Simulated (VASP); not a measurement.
Set up this calculation in VASP 6.6.1, as the native input.

| Quantity | Value |
| --- | --- |
| Task | single point |
| Functional | LDA |
| Potentials or basis | VASP PAW LDA potentials, release 64 (Ba_sv, Ti_sv, O) |
| Cutoff | 520 eV |
| k mesh | 6 × 6 × 6 |
| Occupations | fermi-dirac, width 0.02 eV |
| Spin | no spin polarisation |
| Dipole correction | no |
| Further INCAR settings | ALGO = Normal; EDIFF = 1e-06; NBANDS = 28 |

The structure of BaTiO3 lies in POSCAR:

```
BaTiO3
1.0
    3.9229319650      0.0000000000      0.0000000000
    0.0000000000      2.7943851004      2.7992997216
    0.0000000000     -2.7943851004      2.7992997216
Ba Ti O
1 1 3
Direct
    0.0000000000      0.0051661922      0.0051661922
    0.5000000000      0.5153956684      0.5153956684
    0.0000000000      0.4932200566      0.4932200566
    0.5000000000      0.4944592151      0.9886388678
    0.5000000000      0.9886388678      0.4944592151
```

These files were run (other wordings do the same):

INCAR

```
  PREC = Accurate
  ENCUT = 520
  EDIFF = 1E-6
  ISMEAR = -1
  SIGMA = 0.02
  LREAL = False
  LASPH = True
  NELM = 80
  ALGO = Normal
  ISIF = 2
  LWAVE = False
  LCHARG = False
  GGA = CA
  NBANDS = 28
```

KPOINTS

```
regular mesh
0
Gamma
  6 6 6
```

Potentials or basis: VASP PAW LDA potentials, release 64 (Ba_sv, Ti_sv, O).

The run is started by

```bash
$ cat potpaw_LDA.64/Ba_sv/POTCAR potpaw_LDA.64/Ti_sv/POTCAR potpaw_LDA.64/O/POTCAR > POTCAR
$ mpirun -np 1 vasp_std > vasp.out
```

It gave:

| Item | Value |
| --- | --- |
| Pressure | 2.5 GPa |
| Largest force | 0.088 eV/Å |
| Band gap on the k mesh | 1.97 eV (least direct gap 2.20 eV) |

Caveat: spin-orbit coupling is left out, which moves the levels of the heavy elements.

It took 78 s on 1 thread of Intel(R) Xeon(R) Platinum 8375C CPU @ 2.90GHz (Ice Lake), with other jobs on the host, peak memory 0.21 GiB.
